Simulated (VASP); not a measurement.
Set up this calculation in VASP 6.6.1, as the native input.

```yaml
Task: relaxation of cell and atoms
Functional: LDA
Potentials_or_basis: VASP PAW LDA potentials, release 64 (Cs_sv, Br)
Cutoff: 500 eV
k_mesh: 6 × 6 × 6
Occupations: fermi-dirac, width 0.02 eV
Spin: no spin polarisation
Dipole_correction: no
Further_INCAR_settings: ALGO = Normal; EDIFF = 1e-07; IBRION = 2; EDIFFG = -0.005; NSW = 80; ISIF = 3
```

The structure of CsBr lies in POSCAR:

```
CsBr
1.0
    4.3865067364      0.0000000000      0.0000000000
    0.0000000000      4.3865067364      0.0000000000
    0.0000000000      0.0000000000      4.3865067364
Cs Br
1 1
Direct
    0.0000000000      0.0000000000      0.0000000000
    0.5000000000      0.5000000000      0.5000000000
```

The input as run:

INCAR

```
  PREC = Accurate
  ENCUT = 500
  EDIFF = 1E-7
  ISMEAR = -1
  SIGMA = 0.02
  LREAL = F
  LASPH = T
  NELM = 120
  ALGO = Normal
  ISIF = 3
  LWAVE = F
  LCHARG = F
  GGA = CA
  IBRION = 2
  NSW = 80
  EDIFFG = -0.005
  GGA_COMPAT = F
  NELMIN = 4
```

KPOINTS

```
Automatic mesh
0
Gamma
  6 6 6
```

Potentials or basis: VASP PAW LDA potentials, release 64 (Cs_sv, Br).

Run with:

```sh
$ cat potpaw_LDA.64/Cs_sv/POTCAR potpaw_LDA.64/Br/POTCAR > POTCAR
$ mpirun -np 1 vasp_std > vasp.out
```

It gave:

| Quantity | Value |
| --- | --- |
| Relaxed volume | 35.69 Å³/atom |
| Relaxed cell | a = 4.148 Å, b = 4.148 Å, c = 4.148 Å, α = 90.00°, β = 90.00°, γ = 90.00° |
| Space group after relaxing (to 0.1 Å) | Pm-3m (No. 221) |
| Energy gained by relaxing | 55.7 meV/atom |
| Ionic steps | 17 |
| Pressure after relaxing | 0.0 GPa |
| Band gap on the k mesh | 4.51 eV |

Caveat: the volume moved by over 15 % at a fixed basis, so the end points are rough; spin-orbit coupling is left out, which moves the levels of the heavy elements.

Wall time 34 s on 1 thread of Intel(R) Xeon(R) 6975P-C (Granite Rapids), with other jobs on the host, peak memory 0.17 GiB.
